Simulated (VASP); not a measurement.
Here is a VASP 6.6.1 calculation.

File INCAR:

```
ALGO     = Normal         # electronic algorithm
EDIFF    = 1E-6           # SCF threshold, eV
ENCUT    = 520            # plane-wave cutoff, eV
GGA      = PE             # functional
ISIF     = 2              # what is computed and relaxed
ISMEAR   = 0              # smearing method
LASPH    = T              # aspherical terms in the spheres
LCHARG   = F              # write CHGCAR
LREAL    = F              # projectors in reciprocal space
LWAVE    = F              # write WAVECAR
NBANDS   = 17             # bands
NELM     = 60             # most SCF steps
PREC     = Accurate       # precision mode
SIGMA    = 0.1            # smearing width, eV
```

KPOINTS

```
k-points
0
Gamma
  12 12 4
```

File POSCAR:

```
Mg5Se
1.0
    3.4541271650      0.0000000000      0.0000000000
   -1.7270635825      2.9913618728      0.0000000000
    0.0000000000      0.0000000000     12.9192933701
Mg Se
5 1
Direct
    0.6666666667      0.3333333333      0.8704120818
    0.3333333333      0.6666666667      0.1295879182
    0.3333333333      0.6666666667      0.6848803626
    0.0000000000      0.0000000000      0.5000000000
    0.6666666667      0.3333333333      0.3151196374
    0.0000000000      0.0000000000      0.0000000000
```

Potentials or basis: VASP PAW PBE potentials, release 64 (Mg, Se).

Launch:

```sh
$ cat potpaw_PBE.64/Mg/POTCAR potpaw_PBE.64/Se/POTCAR > POTCAR
$ mpirun -np 1 vasp_std > vasp.out
```

Q: Predict the pressure.

A: 3.8 GPa.

Q: What does it give for the band gap on the k mesh?

A: Zero (bands 8 and 9 overlap by 1.51 eV).

Caveat: the cell stands under pressure.
